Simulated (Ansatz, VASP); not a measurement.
Two plane-wave programs on Zr

Contents of INCAR:

```
PREC = Accurate ; ENCUT = 520
EDIFF = 1E-7 ; ISMEAR = 0
SIGMA = 0.15 ; LREAL = F
LASPH = T ; NELM = 60
ALGO = Fast ; ISIF = 2
LWAVE = F ; LCHARG = F
GGA = PS ; NBANDS = 19
```

Contents of KPOINTS:

```
regular mesh
0
Gamma
  18 18 10
```

The input POSCAR:

```
Zr
1.0
    3.3230879642      0.0000000000      0.0000000000
   -1.6615439821      2.8778785960      0.0000000000
    0.0000000000      0.0000000000      4.8686966911
Zr
2
Direct
    0.3333333333      0.6666666667      0.2500000000
    0.6666666667      0.3333333333      0.7500000000
```

Input for Ansatz:

```yaml
crystal:
  lattice:
    - [3.3230879642, 0.0, 0.0]
    - [-1.6615439821, 2.877878596, 0.0]
    - [0.0, 0.0, 4.8686966911]
  atoms:
    - { symbol: Zr, position: [0.3333333333, 0.6666666667, 0.25] }
    - { symbol: Zr, position: [0.6666666667, 0.3333333333, 0.75] }
basis:
  ecutwfc: 420
kpoints:
  mp_grid: { grid: [18, 18, 10] }
hamiltonian:
  xc: pbesol
scf:
  occupations: { method: gaussian, width: 0.15 }
output:
  forces: true
  stress: true
  eigenvalues: true
```

Alike in both runs: task single point; functional PBEsol; k mesh 18 × 18 × 10; occupations gaussian, width 0.15 eV; no spin polarisation.

|  | VASP | Ansatz |
| --- | --- | --- |
| version | VASP 6.6.1 | Ansatz 0.2.0 |
| potentials or method | VASP PAW PBE potentials, release 64 (Zr_sv), cutoff 520 eV | scalar-relativistic, plane waves, PAW |
| valence electrons in the cell | 24 | 24 |

|  | VASP | Ansatz | Ansatz less VASP |
| --- | --- | --- | --- |
| gap on the k mesh at the Fermi level (eV) | none | none | - |
| pressure (GPa) | -2.7 | -2.7 | -0.05 |
| traceless stress, the component that is largest in VASP (GPa) | 5.12 | 5.11 | -0.013 |

VASP's potentials were made for PBE, not for PBEsol. A gap of «none» marks a metal or a gap that the smearing closes. The functional is the same, so the differences come from potentials, cutoffs and numerics.
